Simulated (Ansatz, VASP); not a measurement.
**One calculation of TiPt3, two programs**

```
CELL_PARAMETERS angstrom
3.81745 0.00000 0.00000
0.00000 3.81745 0.00000
0.00000 0.00000 3.81745
ATOMIC_POSITIONS crystal
Pt 0.50000 0.50000 0.00000
Pt 0.50000 0.00000 0.50000
Pt 0.00000 0.50000 0.50000
Ti 0.00000 0.00000 0.00000
```

Alike in both runs: task single point; functional LDA; k mesh 7 × 7 × 7; occupations fermi-dirac, width 0.05 eV; no spin polarisation.

|  | VASP | Ansatz |
| --- | --- | --- |
| version | VASP 6.6.1 | Ansatz 0.2.0 |
| potentials or method | VASP PAW LDA potentials, release 64 (Pt_sv_GW, Ti_sv) | Ansatz PAW |
| plane-wave cutoff (eV) | 570 | 420 |
| valence electrons in the cell | 66 | 66 |

Ansatz gave:

* gap on the k mesh at the Fermi level (eV): none
* pressure (GPa): 13.6

Task: Which values does VASP return?

Result: gap on the k mesh at the Fermi level (eV): none; pressure (GPa): 13.4.

LDA's correlation is that of Perdew and Zunger in VASP and of Perdew and Wang (1992) in Ansatz. A gap of «none» marks a metal or a gap that the smearing closes.

Neither program's run includes spin-orbit coupling.
